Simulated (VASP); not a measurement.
Wanted: the native input for a VASP 6.6.1 run.

```yaml
Task: G0W0 quasiparticle levels
Functional: PBE
Potentials_or_basis: VASP PAW PBE potentials, release 64 (B_GW, N_GW)
Cutoff: 500 eV
k_mesh: 2 × 2 × 2
Occupations: gaussian, width 0.01 eV
Spin: no spin polarisation
Dipole_correction: no
GW_scheme: G0W0
GW_iterations: 1
Cutoff_of_the_response_function: 200
Frequency_points: 48
Empty_bands: 458
Further_INCAR_settings: ALGO = EVGW0; EDIFF = 1e-08; NBANDS = 462
```

Crystal: BN.

```xyz
2
Lattice="0.0000 1.8080 1.8080 1.8080 0.0000 1.8080 1.8080 1.8080 0.0000" Properties=species:S:1:pos:R:3 pbc="T T T"
B     0.0000    0.0000    0.0000
N     0.9040    0.9040    0.9040
```

The input as run:

POSCAR

```
BN
1.0
    0.0000000000      1.8080000000      1.8080000000
    1.8080000000      0.0000000000      1.8080000000
    1.8080000000      1.8080000000      0.0000000000
B N
1 1
Direct
    0.0000000000      0.0000000000      0.0000000000
    0.2500000000      0.2500000000      0.2500000000
```

INCAR.step1

```
SYSTEM = BN
PREC = Accurate ; ENCUT = 500
EDIFF = 1E-8 ; ISMEAR = 0
SIGMA = 0.01 ; LREAL = .False.
LASPH = .True. ; NELM = 60
ALGO = Normal ; LWAVE = .True.
LCHARG = .False. ; GGA = PE
```

INCAR.step2

```
SYSTEM = BN
PREC = Accurate ; ENCUT = 500
EDIFF = 1E-8 ; ISMEAR = 0
SIGMA = 0.01 ; LREAL = .False.
LASPH = .True. ; NELM = 1
ALGO = Exact ; LWAVE = .True.
LCHARG = .False. ; GGA = PE
NBANDS = 462 ; LOPTICS = .True.
ISTART = 1
```

INCAR.step3

```
SYSTEM = BN
PREC = Accurate ; ENCUT = 500
EDIFF = 1E-8 ; ISMEAR = 0
SIGMA = 0.01 ; LREAL = .False.
LASPH = .True. ; ALGO = EVGW0
LWAVE = .False. ; LCHARG = .False.
GGA = PE ; NELMGW = 1
NBANDS = 462 ; ENCUTGW = 200
NOMEGA = 48 ; PRECFOCK = Fast
ISTART = 1 ; NBANDSGW = 12
```

KPOINTS

```
regular mesh
0
Gamma
  2 2 2
  0 0 0
```

Potentials or basis: VASP PAW PBE potentials, release 64 (B_GW, N_GW).

Launch:

```console
$ cat potpaw_PBE.64/B_GW/POTCAR potpaw_PBE.64/N_GW/POTCAR > POTCAR
$ cp INCAR.step1 INCAR
$ mpirun -np 1 vasp_std > vasp.out
$ cp INCAR.step2 INCAR
$ mpirun -np 1 vasp_std > vasp.out
$ cp INCAR.step3 INCAR
$ mpirun -np 1 vasp_std > vasp.out
```

Results of the run:

```yaml
Quasiparticle_gap: 5.25 eV
Least_direct_quasiparticle_gap: 10.22 eV
Band_gap_of_the_starting_levels_on_the_mesh: 4.09 eV
Least_direct_gap_of_the_starting_levels_on_the_mesh: 8.39 eV
```

Caveat: the k points lie up to 1.50 Å⁻¹ apart, too coarse for converged energies, forces and pressures; bands, screening cutoff and mesh are small and nothing is extrapolated, so the quasiparticle values aren't converged.

Run time: 4.7 s on 1 thread of AMD EPYC 9R45 96-Core Processor (Zen 5), with other jobs on the host, peak memory 0.11 GiB.
